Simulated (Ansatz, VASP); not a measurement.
Two plane-wave programs on Ge

Contents of INCAR:

```
SYSTEM = Ge
  ALGO = Normal
  EDIFF = 1E-7
  ENCUT = 520
  GGA = PS
  ISIF = 2
  ISMEAR = 0
  LASPH = .TRUE.
  LCHARG = .FALSE.
  LREAL = .FALSE.
  LWAVE = .FALSE.
  NBANDS = 13
  NELM = 60
  PREC = Accurate
  SIGMA = 0.15
```

File KPOINTS:

```
k-points
0
G
  24 24 22
  0 0 0
```

Contents of POSCAR:

```
Ge
1.0
    1.4033446991     -2.5572937598      0.0000000000
    1.4033446991      2.5572937598      0.0000000000
    0.0000000000      0.0000000000      2.7220096156
Ge
1
Direct
    0.5000000000      0.5000000000      0.0000000000
```

Input for Ansatz:

```yaml
crystal:
  lattice:
    - [1.4033446991, -2.5572937598, 0.0]
    - [1.4033446991, 2.5572937598, 0.0]
    - [0.0, 0.0, 2.7220096156]
  atoms:
    - { symbol: Ge, position: [0.5, 0.5, 0.0] }
basis:
  ecutwfc: 420
kpoints:
  mp_grid: { grid: [24, 24, 22] }
hamiltonian:
  xc: pbesol
scf:
  occupations: { method: gaussian, width: 0.15 }
output:
  forces: true
  stress: true
  eigenvalues: true
```

Change from the starting cell: strain +0.015 along x and y, +0.030 along z, atoms carried along.

Alike in both runs: task single point; functional PBEsol; k mesh 24 × 24 × 22; occupations gaussian, width 0.15 eV; no spin polarisation.

```csv
,VASP,Ansatz
version,VASP 6.6.1,Ansatz 0.2.0
potentials or method,"VASP PAW PBE potentials, release 64 (Ge_d), cutoff 520 eV","scalar-relativistic, plane waves, PAW"
valence electrons in the cell,14,14
```

```tsv
	VASP	Ansatz	Ansatz less VASP
gap on the k mesh at the Fermi level (eV)	none	none	-
pressure (GPa)	-4.0	-3.9	+0.10
traceless stress, the component that is largest in VASP (GPa)	-1.75	-1.72	+0.028
```

VASP's potentials were made for PBE, not for PBEsol. A gap of «none» marks a metal or a gap that the smearing closes.
